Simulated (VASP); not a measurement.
A run of VASP 6.6.1 is set up as follows.

Contents of INCAR:

```
PREC = Accurate
ENCUT = 600
EDIFF = 1E-6
ISMEAR = 0
SIGMA = 0.01
LREAL = F
LASPH = T
NELM = 120
ALGO = Normal
ISIF = 2
LWAVE = F
LCHARG = F
NBANDS = 11
GGA_COMPAT = F
```

KPOINTS

```
Automatic mesh
0
Gamma
  8 8 8
```

POSCAR

```
AlN
1.0
    0.0000000000      1.9820401151      1.9820401151
    1.9820401151      0.0000000000      1.9820401151
    1.9820401151      1.9820401151      0.0000000000
Al N
1 1
Direct
    0.0000000000      0.0000000000      0.0000000000
    0.5000000000      0.5000000000      0.5000000000
```

Potentials or basis: VASP PAW LDA potentials, release 64 (Al, N).

The run is started by

```sh
$ cat potpaw_LDA.64/Al/POTCAR potpaw_LDA.64/N/POTCAR > POTCAR
$ mpirun -np 1 vasp_std > vasp.out
```

Q: Estimate the pressure.

A: 11.1 GPa.

Q: Estimate the band gap on the k mesh.

A: 5.04 eV, indirect (least direct gap 6.66 eV).

A k mesh can miss the band edges. LDA gaps usually lie below the measured ones, often by a third to a half.
